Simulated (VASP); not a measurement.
Input of a VASP 6.6.1 run:

Contents of INCAR:

```
PREC = Accurate
ENCUT = 520
EDIFF = 1E-6
ISMEAR = 0
SIGMA = 0.01
LREAL = False
LASPH = True
NELM = 80
ALGO = Normal
ISIF = 2
LWAVE = False
LCHARG = False
GGA = PS
NBANDS = 32
```

File KPOINTS:

```
Automatic mesh
0
Gamma
  6 6 6
```

File POSCAR:

```
Bi2Te2Se
1.0
    2.1415870680      1.2364458367     10.4906280291
   -2.1415870680      1.2364458367     10.4906280291
    0.0000000000     -2.4728916733     10.4906280291
Bi Te Se
2 2 1
Direct
    0.6082790000      0.6082790000      0.6082790000
    0.3917210000      0.3917210000      0.3917210000
    0.2195950000      0.2195950000      0.2195950000
    0.7804050000      0.7804050000      0.7804050000
    0.0000000000      0.0000000000      0.0000000000
```

Potentials or basis: VASP PAW PBE potentials, release 64 (Bi_d, Te, Se).

The run is started by

```console
$ cat potpaw_PBE.64/Bi_d/POTCAR potpaw_PBE.64/Te/POTCAR potpaw_PBE.64/Se/POTCAR > POTCAR
$ mpirun -np 1 vasp_std > vasp.out
```

(1) Predict the largest force.

(2) What does it give for the pressure?

(3) Estimate the band gap on the k mesh.

Results:

(1) 0.217 eV/Å.

(2) -0.1 GPa.

(3) 0.38 eV.

Caveat: the PAW data sets were made with another functional, which shifts forces and pressure a little; spin-orbit coupling is left out, which moves the levels of the heavy elements.
